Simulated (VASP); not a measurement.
# PbO2 (P4_2/mnm) in VASP: notebook

The runs below take PbO2 through relaxation of shape and atoms at fixed volume, with PBE.

Program: VASP 6.6.1. These are calculated values, not measurements. Logs are shortened: lines on timing, memory, paths and dates and some standing lists are left out, and cuts for length are marked.

### Step 1. The cell of the first run

Symmetry: P4_2/mnm, No. 136, tetragonal system. Conventional cell: a = 4.810 Å, b = 4.810 Å, c = 3.382 Å, α = 90.00°, β = 90.00°, γ = 90.00°. Within 2.8 Å of Pb (site symmetry mmm) lie 6 O at 2.09 to 2.14 Å. Within 2.8 Å of O (site symmetry m2m) lie 3 Pb at 2.09 to 2.14 Å and 1 O at 2.63 Å.

### Step 2. Relaxation of shape and atoms at fixed volume, PBE (13.04 Å³/atom)

The input, INCAR:

```
PREC = Accurate
ENCUT = 600
EDIFF = 1E-6
ISMEAR = 0
SIGMA = 0.1
LREAL = False
LASPH = True
NELM = 60
ALGO = Fast
ISIF = 4
LWAVE = False
LCHARG = False
GGA = PE
IBRION = 2
NSW = 50
EDIFFG = -0.01
```

The input, KPOINTS:

```
Automatic mesh
0
Gamma
  8 8 10
```

The input, POSCAR:

```
PbO2
1.0
    4.8100580521      0.0000000000      0.0000000000
    0.0000000000      4.8100580521      0.0000000000
    0.0000000000      0.0000000000      3.3819455479
Pb O
2 4
Direct
    0.0000000000      0.0000000000      0.0000000000
    0.5000000000      0.5000000000      0.5000000000
    0.3069834273      0.3069834273      0.0000000000
    0.1930165727      0.8069834273      0.5000000000
    0.6930165727      0.6930165727      0.0000000000
    0.8069834273      0.1930165727      0.5000000000
```

Potentials or basis: VASP PAW PBE potentials, release 64 (Pb_d, O).

Launch:

```bash
> cat potpaw_PBE.64/Pb_d/POTCAR potpaw_PBE.64/O/POTCAR > POTCAR
> mpirun -np 1 vasp_std > vasp.out
```

OUTCAR:

```text
PREC = Accurate
   ENCUT = 600
   EDIFF = 1E-6
   ISMEAR = 0
   LREAL = False
   LASPH = True
   NELM = 60
   ISIF = 4
   GGA = PE
   IBRION = 2
   NSW = 50
   EDIFFG = -0.01

 ion  position               nearest neighbor table
   1  0.000  0.000  0.000-   3 2.09   5 2.09   4 2.14   6 2.14   4 2.14   6 2.14   2 3.80   2 3.80
                             2 3.80   2 3.80   2 3.80   2 3.80   2 3.80   2 3.80
   2  0.500  0.500  0.500-   4 2.09   6 2.09   5 2.14   3 2.14   3 2.14   5 2.14   1 3.80   1 3.80
                             1 3.80   1 3.80   1 3.80   1 3.80   1 3.80   1 3.80
   3  0.307  0.307  0.000-   1 2.09   2 2.14   2 2.14
   4  0.193  0.807  0.500-   2 2.09   1 2.14   1 2.14
   5  0.693  0.693  0.000-   1 2.09   2 2.14   2 2.14
   6  0.807  0.193  0.500-   2 2.09   1 2.14   1 2.14

  LATTYP: Found a simple tetragonal cell.
 ALAT       =     4.8100580521
 C/A-ratio  =     0.7030986968

  Lattice vectors:

 A1 = (   4.8100580521,   0.0000000000,   0.0000000000)
 A2 = (   0.0000000000,   4.8100580521,   0.0000000000)
 A3 = (   0.0000000000,   0.0000000000,   3.3819455479)

Analysis of symmetry for initial positions (statically):
=====================================================================
 Subroutine PRICEL returns:
 Original cell was already a primitive cell.

 Routine SETGRP: Setting up the symmetry group for a
 simple tetragonal supercell.

 Subroutine GETGRP returns: Found 16 space group operations
 (whereof  8 operations were pure point group operations)
 out of a pool of 16 trial point group operations.

The static configuration has the point symmetry D_2h.
 The point group associated with its full space group is D_4h.

Analysis of symmetry for dynamics (positions and initial velocities):
=====================================================================
 Subroutine PRICEL returns:
 Original cell was already a primitive cell.

 Routine SETGRP: Setting up the symmetry group for a
 simple tetragonal supercell.

 Subroutine GETGRP returns: Found 16 space group operations
 (whereof  8 operations were pure point group operations)
 out of a pool of 16 trial point group operations.

The dynamic configuration has the point symmetry D_2h.
 The point group associated with its full space group is D_4h.

 Subroutine INISYM returns: Found 16 space group operations
 (whereof  8 operations are pure point group operations),
 and found     1 'primitive' translations

----------------------------------------------------------------------------------------

                                     Primitive cell

  volume of cell :      78.2469

  direct lattice vectors                    reciprocal lattice vectors
     4.810058052  0.000000000  0.000000000     0.207897699  0.000000000  0.000000000
     0.000000000  4.810058052  0.000000000     0.000000000  0.207897699  0.000000000
     0.000000000  0.000000000  3.381945548     0.000000000  0.000000000  0.295687789

  length of vectors
     4.810058052  4.810058052  3.381945548     0.207897699  0.207897699  0.295687789

  position of ions in fractional coordinates (direct lattice)
     0.000000000  0.000000000  0.000000000
     0.500000000  0.500000000  0.500000000
     0.306983427  0.306983427  0.000000000
     0.193016573  0.806983427  0.500000000
     0.693016573  0.693016573  0.000000000
     0.806983427  0.193016573  0.500000000

  ion indices of the primitive-cell ions
   primitive index   ion index
                 1           1
                 2           2
                 3           3
                 4           4
                 5           5
                 6           6

----------------------------------------------------------------------------------------

 KPOINTS: Automatic mesh

Automatic generation of k-mesh.
 Grid dimensions read from file:
 generate k-points for:    8    8   10

 Generating k-lattice:

  Cartesian coordinates                     Fractional coordinates (reciprocal lattice)
     0.025987212  0.000000000  0.000000000     0.125000000  0.000000000  0.000000000
     0.000000000  0.025987212  0.000000000     0.000000000  0.125000000  0.000000000
     0.000000000  0.000000000  0.029568779     0.000000000  0.000000000  0.100000000

  Length of vectors
     0.025987212  0.025987212  0.029568779

  Shift w.r.t. Gamma in fractional coordinates (k-lattice)
     0.000000000  0.000000000  0.000000000

 Subroutine IBZKPT returns following result:
 ===========================================

 Found     90 irreducible k-points:

 Following reciprocal coordinates:
            Coordinates               Weight
  0.000000  0.000000  0.000000      1.000000
  0.125000  0.000000  0.000000      4.000000
  0.250000  0.000000  0.000000      4.000000
  0.375000  0.000000  0.000000      4.000000
  0.500000  0.000000  0.000000      2.000000
  0.125000  0.125000  0.000000      4.000000
[... 16 lines left out ...]
  0.375000  0.125000  0.100000     16.000000
  0.500000  0.125000  0.100000      8.000000
 [... further k-points ...]
   k-points           NKPTS =     90   k-points in BZ     NKDIM =     90   number of bands    NBANDS=     31
   number of dos      NEDOS =    301   number of ions     NIONS =      6
   total plane-waves  NPLWV =  44800
   dimension x,y,z NGX =    40 NGY =   40 NGZ =   28
   dimension x,y,z NGXF=    80 NGYF=   80 NGZF=   56
   ions per type =               2   4
   NGX,Y,Z   is equivalent  to a cutoff of  13.82, 13.82, 13.76 a.u.
   NGXF,Y,Z  is equivalent  to a cutoff of  27.65, 27.65, 27.53 a.u.
 SYSTEM =  unknown system
   PREC   = accura    normal or accurate (medium, high low for compatibility)
   ISTART =      0    job   : 0-new  1-cont  2-samecut
   ICHARG =      2    charge: 1-file 2-atom 10-const
   ISPIN  =      1    spin polarized calculation?
   LNONCOLLINEAR =      F non collinear calculations
   LSORBIT =      F    spin-orbit coupling
   LASPH  =      T    aspherical Exc in radial PAW
   ENCUT  =  600.0 eV  44.10 Ry    6.64 a.u.   9.61  9.61  6.75*2*pi/ulx,y,z
   NELM   =     60;   NELMIN=  2; NELMDL= -5     # of ELM steps
   EDIFF  = 0.1E-05   stopping-criterion for ELM
   LREAL  =      F    real-space projection
   EDIFFG = -.1E-01   stopping-criterion for IOM
   NSW    =     50    number of steps for IOM
   IBRION =      2    ionic relax: 0-MD 1-quasi-New 2-CG
   NFREE  =      1    steps in history (QN), initial steepest desc. (CG)
   ISIF   =      4    stress and relaxation
   ISYM   =      2    0-nonsym 1-usesym 2-fastsym
   POTIM  = 0.5000    time-step for ionic-motion
   TEBEG  =    0.0;   TEEND  =   0.0 temperature during run
   PSTRESS=    0.0 pullay stress
   NELECT =      52.0000    total number of electrons
   NUPDOWN=      -1.0000    fix difference up-down
   EMIN   =  10.00;   EMAX   =-10.00  energy-range for DOS
   EFERMI =   0.00;   METHOD = LEGACY
   ISMEAR =     0;   SIGMA  =   0.10  broadening in eV -4-tet -1-fermi 0-gaus
   EFERMI_NEDOS =   21; number of points for ismear=-14 and -15
   IALGO  =     68    algorithm
   IMIX   =      4    mixing-type and parameters
     AMIX     =   0.40;   BMIX     =  1.00
     AMIX_MAG =   1.60;   BMIX_MAG =  1.00
  volume/ion in A,a.u.               =      13.04        88.01
  Fermi-wavevector in a.u.,A,eV,Ry     =   1.428631  2.699722 27.769324  2.040988
  Thomas-Fermi vector in A             =   2.548672
   LORBIT       =      0    0 simple, 1 ext, 2 COOP (PROOUT), +10 PAW based schemes
   GGA     = PE    functional components
   LHFCALC =     F    Hartree Fock is set to
   AEXX    =    0.0000 exact exchange contribution
   IVDW    =     0    specifies the selected vdW correction
   LEPSILON=     F    determine dielectric tensor
   LRPA    =     F    only Hartree local field effects (RPA)
 conjugate gradient relaxation of ions
 non-spin polarized calculation
 RMM-DIIS sequential band-by-band and
 Gauss-broadening in eV      SIGMA  =   0.10
  energy-cutoff  :      600.00
  volume of cell :       78.25
 maximum number of plane-waves:      2649
 NGX is ok and might be reduce to    40
   NGX = 19   NGY = 19   NGZ = 13

--------------------------------------- Ionic step        1  -------------------------------------------

 number of electron      52.0000010 magnetization

 Free energy of the ion-electron system (eV)
  ---------------------------------------------------
  ext. energy  EPLUGINS =         0.00000000
  ---------------------------------------------------
  free energy    TOTEN  =       -31.27708490 eV

  energy without entropy =      -31.27586780  energy(sigma->0) =      -31.27647635

------------------------ aborting loop because EDIFF is reached ----------------------------------------

  FORCE on cell =-STRESS in cart. coord.  units (eV):
  Direction    XX          YY          ZZ          XY          YZ          ZX
  --------------------------------------------------------------------------------------
  -------------------------------------------------------------------------------------
  Total        9.5482988      9.5482988     10.4194209     -0.0000000      0.0000000      0.0000000
  in kB      195.5101624    195.5101624    213.3471848     -0.0000000      0.0000000      0.0000000
  external PRESSURE =     201.4558365 kB  Pullay stress =       0.0000000 kB
[... 145 lines left out ...]
  energy  without entropy=      -31.2797390875  energy(sigma->0) =      -31.28044068

--------------------------------------- Ionic step        5  -------------------------------------------

 number of electron      51.9999998 magnetization

 Free energy of the ion-electron system (eV)
  ---------------------------------------------------
  ext. energy  EPLUGINS =         0.00000000
  ---------------------------------------------------
  free energy    TOTEN  =       -31.28124867 eV

  energy without entropy =      -31.27983168  energy(sigma->0) =      -31.28054017

 E-fermi :   5.2062     XC(G=0): -11.0698

 val. band max:        5.1695167568   @ k =   0.0000   0.0000   0.0000
 cond. band min:       5.2302154715   @ k =   0.1250   0.0000   0.0000
 fundamental gap:      0.0606987147
 Fermi energy:         5.2061584349

 k-point     1 :       0.0000    0.0000    0.0000
  band No.  band energies     occupation
      1     -13.6275      2.00000
      2     -13.4125      2.00000
      3     -11.5574      2.00000
      4     -11.5574      2.00000
      5     -10.4792      2.00000
      6     -10.2002      2.00000
[... 805 lines left out ...]
     30      12.1374      0.00000
     31      15.5051      0.00000

 [... further k-points ...]

------------------------ aborting loop because EDIFF is reached ----------------------------------------

  FORCE on cell =-STRESS in cart. coord.  units (eV):
  Direction    XX          YY          ZZ          XY          YZ          ZX
  --------------------------------------------------------------------------------------
  -------------------------------------------------------------------------------------
  Total        9.6079432      9.6079432      9.5913015      0.0000000      0.0000000      0.0000000
  in kB      196.7314368    196.7314368    196.3906829      0.0000000      0.0000000      0.0000000
  external PRESSURE =     196.6178522 kB  Pullay stress =       0.0000000 kB
[... 21 lines left out ...]
  FREE ENERGIE OF THE ION-ELECTRON SYSTEM (eV)
  ---------------------------------------------------
  free  energy   TOTEN  =       -31.2812486659 eV

  energy  without entropy=      -31.2798316796  energy(sigma->0) =      -31.28054017

 reached required accuracy - stopping structural energy minimisation
```

Wall time 17 min (1 thread of AMD EPYC 9755, shared host); peak memory 0.33 GiB.

What came out:

```yaml
Free_energy: -31.2812 eV
Energy_gained_by_relaxing: 0.7 meV/atom
Ionic_steps: 5
Pressure_after_relaxing: 19.7 GPa
Largest_force_after_relaxing: 0.009 eV/Å
Band_gap_on_the_k_mesh: 0.02 eV (least direct gap 0.13 eV)
```

Forces in eV/Å, atoms in the order of the input:
```
Pb   0.000  0.000  0.000
Pb   0.000  0.000  0.000
O    0.006  0.006  0.000
O   -0.006  0.006  0.000
O   -0.006 -0.006  0.000
O    0.006 -0.006  0.000
```

The path:
```tsv
step	energy change (eV)	largest force (eV/Å)	pressure (GPa)	volume (Å³)
1	0.0000	0.0514	20.15	78.25
2	-0.0029	0.0374	19.89	78.25
3	-0.0032	0.0787	19.79	78.25
4	-0.0041	0.0288	19.70	78.25
5	-0.0042	0.0086	19.66	78.25
```

Final structure:
```
CELL_PARAMETERS angstrom
4.78559 0.00000 0.00000
0.00000 4.78559 0.00000
0.00000 0.00000 3.41662
ATOMIC_POSITIONS crystal
Pb 0.00000 0.00000 0.00000
Pb 0.50000 0.50000 0.50000
O 0.30713 0.30713 0.00000
O 0.19287 0.80713 0.50000
O 0.69287 0.69287 0.00000
O 0.80713 0.19287 0.50000
```

Caveat: the smearing spreads over this small gap; spin-orbit coupling is left out, which moves the levels of the heavy elements. A k mesh can miss the band edges.

### Step 3. Relaxation of shape and atoms at fixed volume, PBE (13.49 Å³/atom)

This run uses another cell than the first one, of 13.49 Å³/atom.

The input, INCAR:

```
SYSTEM = PbO2
PREC = Accurate ; ENCUT = 600
EDIFF = 1E-7 ; ISMEAR = 0
SIGMA = 0.1 ; LREAL = .FALSE.
LASPH = .TRUE. ; NELM = 60
ALGO = Fast ; ISIF = 4
LWAVE = .FALSE. ; LCHARG = .FALSE.
GGA = PE ; IBRION = 2
NSW = 50 ; EDIFFG = -0.01
```

The input, KPOINTS:

```
Automatic mesh
0
G
  8 8 10
  0 0 0
```

The input, POSCAR:

```
PbO2
1.0
    4.8844655298      0.0000000000      0.0000000000
    0.0000000000      4.8844655298      0.0000000000
    0.0000000000      0.0000000000      3.3915003681
Pb O
2 4
Direct
    0.0000000000      0.0000000000      0.0000000000
    0.5000000000      0.5000000000      0.5000000000
    0.3070660383      0.3070660383      0.0000000000
    0.1929339617      0.8070660383      0.5000000000
    0.6929339617      0.6929339617      0.0000000000
    0.8070660383      0.1929339617      0.5000000000
```

Potentials or basis: VASP PAW PBE potentials, release 64 (Pb_d, O).

Launch:

```bash
> cat potpaw_PBE.64/Pb_d/POTCAR potpaw_PBE.64/O/POTCAR > POTCAR
> mpirun -np 1 vasp_std > vasp.out
```

OUTCAR:

```text
SYSTEM = PbO2
   PREC = Accurate
   ENCUT = 600
   EDIFF = 1E-7
   ISMEAR = 0
   LREAL = .FALSE.
   LASPH = .TRUE.
   NELM = 60
   ISIF = 4
   GGA = PE
   IBRION = 2
   NSW = 50
   EDIFFG = -0.01

 ion  position               nearest neighbor table
   1  0.000  0.000  0.000-   3 2.12   5 2.12   4 2.16   6 2.16   4 2.16   6 2.16   2 3.85   2 3.85
                             2 3.85   2 3.85   2 3.85   2 3.85   2 3.85   2 3.85
   2  0.500  0.500  0.500-   4 2.12   6 2.12   5 2.16   3 2.16   3 2.16   5 2.16   1 3.85   1 3.85
                             1 3.85   1 3.85   1 3.85   1 3.85   1 3.85   1 3.85
   3  0.307  0.307  0.000-   1 2.12   2 2.16   2 2.16
   4  0.193  0.807  0.500-   2 2.12   1 2.16   1 2.16
   5  0.693  0.693  0.000-   1 2.12   2 2.16   2 2.16
   6  0.807  0.193  0.500-   2 2.12   1 2.16   1 2.16

  LATTYP: Found a simple tetragonal cell.
 ALAT       =     4.8844655298
 C/A-ratio  =     0.6943442117

  Lattice vectors:

 A1 = (   4.8844655298,   0.0000000000,   0.0000000000)
 A2 = (   0.0000000000,   4.8844655298,   0.0000000000)
 A3 = (   0.0000000000,   0.0000000000,   3.3915003681)
[... 186 lines left out ...]
  free energy    TOTEN  =       -31.55624707 eV

  energy without entropy =      -31.55465631  energy(sigma->0) =      -31.55545169

------------------------ aborting loop because EDIFF is reached ----------------------------------------

  FORCE on cell =-STRESS in cart. coord.  units (eV):
  Direction    XX          YY          ZZ          XY          YZ          ZX
  --------------------------------------------------------------------------------------
  -------------------------------------------------------------------------------------
  Total        6.6699564      6.6699564      7.5016247      0.0000000      0.0000000      0.0000000
  in kB      132.0710439    132.0710439    148.5388130      0.0000000      0.0000000      0.0000000
  external PRESSURE =     137.5603002 kB  Pullay stress =       0.0000000 kB
[... 147 lines left out ...]
--------------------------------------- Ionic step        5  -------------------------------------------

 number of electron      51.9999999 magnetization

 Free energy of the ion-electron system (eV)
  ---------------------------------------------------
  ext. energy  EPLUGINS =         0.00000000
  ---------------------------------------------------
  free energy    TOTEN  =       -31.56012622 eV

  energy without entropy =      -31.55824929  energy(sigma->0) =      -31.55918776

 E-fermi :   4.7719     XC(G=0): -10.8843

 val. band max:        4.7493546248   @ k =   0.1250   0.0000   0.0000
 cond. band min:       4.8034572777   @ k =   0.0000   0.0000   0.0000
 fundamental gap:      0.0541026529
 Fermi energy:         4.7718657493

 k-point     1 :       0.0000    0.0000    0.0000
  band No.  band energies     occupation
      1     -13.7876      2.00000
      2     -13.6242      2.00000
      3     -11.8594      2.00000
      4     -11.8594      2.00000
      5     -10.8311      2.00000
      6     -10.5841      2.00000
[... 805 lines left out ...]
     30      11.6636      0.00000
     31      14.7951      0.00000

 [... further k-points ...]
[... 5 lines left out ...]
  --------------------------------------------------------------------------------------
  -------------------------------------------------------------------------------------
  Total        6.7298187      6.7298187      6.7060994      0.0000000      0.0000000      0.0000000
  in kB      133.2563703    133.2563703    132.7867081      0.0000000      0.0000000      0.0000000
  external PRESSURE =     133.0998163 kB  Pullay stress =       0.0000000 kB
[... 21 lines left out ...]
  FREE ENERGIE OF THE ION-ELECTRON SYSTEM (eV)
  ---------------------------------------------------
  free  energy   TOTEN  =       -31.5601262175 eV

  energy  without entropy=      -31.5582492946  energy(sigma->0) =      -31.55918776

 reached required accuracy - stopping structural energy minimisation
```

Run time: 23 min. Hardware: 1 thread of AMD EPYC 9755, shared host; peak memory 0.33 GiB.

What came out:

```
Free energy               : -31.5601 eV
Energy gained by relaxing : 0.6 meV/atom
Ionic steps               : 5
Pressure after relaxing   : 13.3 GPa
Band gap on the k mesh    : 0.02 eV (least direct gap 0.08 eV)
```

Forces on the atoms (eV/Å):
```
Pb   0.000  0.000  0.000
Pb   0.000  0.000  0.000
O    0.001  0.001  0.000
O   -0.001  0.001  0.000
O   -0.001 -0.001  0.000
O    0.001 -0.001  0.000
```

The path:
```tsv
step	energy change (eV)	largest force (eV/Å)	pressure (GPa)	volume (Å³)
1	0.0000	0.0649	13.76	80.91
2	-0.0029	0.0192	13.51	80.91
3	-0.0032	0.0602	13.40	80.91
4	-0.0038	0.0245	13.34	80.91
5	-0.0039	0.0021	13.31	80.91
```

Final structure:
```cif
data_structure
_symmetry_space_group_name_H-M 'P 1'
_symmetry_Int_Tables_number 1
_cell_length_a 4.8610
_cell_length_b 4.8610
_cell_length_c 3.4243
_cell_angle_alpha 90.000
_cell_angle_beta 90.000
_cell_angle_gamma 90.000
_cell_volume 80.91
loop_
_atom_site_label
_atom_site_type_symbol
_atom_site_fract_x
_atom_site_fract_y
_atom_site_fract_z
_atom_site_occupancy
Pb1 Pb 0.00000 0.00000 0.00000 1
Pb2 Pb 0.50000 0.50000 0.50000 1
O1 O 0.30698 0.30698 0.00000 1
O2 O 0.19302 0.80698 0.50000 1
O3 O 0.69302 0.69302 0.00000 1
O4 O 0.80698 0.19302 0.50000 1
```

Caveat: the smearing spreads over this small gap; spin-orbit coupling is left out, which moves the levels of the heavy elements.

The gap in the log of VASP goes by the Fermi energy; the results here count the filled bands.